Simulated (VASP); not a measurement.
Here is a VASP 6.6.1 calculation.

File INCAR:

```
SYSTEM = ZnS
  PREC = Accurate
  ENCUT = 520
  EDIFF = 1E-8
  ISMEAR = 0
  SIGMA = 0.01
  LREAL = .FALSE.
  LASPH = .TRUE.
  NELM = 60
  ALGO = Normal
  ISIF = 2
  LWAVE = .FALSE.
  LCHARG = .FALSE.
  GGA = CA
  LEPSILON = .TRUE.
```

Contents of KPOINTS:

```
Automatic mesh
0
G
  9 9 9
  0 0 0
```

The input POSCAR:

```
ZnS
1.0
    0.0000000000      2.7020000000      2.7020000000
    2.7020000000      0.0000000000      2.7020000000
    2.7020000000      2.7020000000      0.0000000000
Zn S
1 1
Direct
    0.7500000000      0.7500000000      0.7500000000
    0.0000000000      0.0000000000      0.0000000000
```

Potentials or basis: VASP PAW LDA potentials, release 64 (Zn, S).

Command:

```console
$ cat potpaw_LDA.64/Zn/POTCAR potpaw_LDA.64/S/POTCAR > POTCAR
$ mpirun -np 1 vasp_std > vasp.out
```

**Question.** Predict the electronic dielectric tensor (diagonal).

**Answer.** 6.24.

**Question.** Predict the Born charges (mean of the diagonal).

**Answer.** Zn +2.00; S -2.00 e.

**Question.** What does it give for the band gap on the k mesh?

**Answer.** 1.89 eV, direct.

Electronic dielectric tensor:
```
6.24 0.00 0.00
0.00 6.24 0.00
0.00 0.00 6.24
```

LDA gaps usually lie below the measured ones, often by a third to a half.
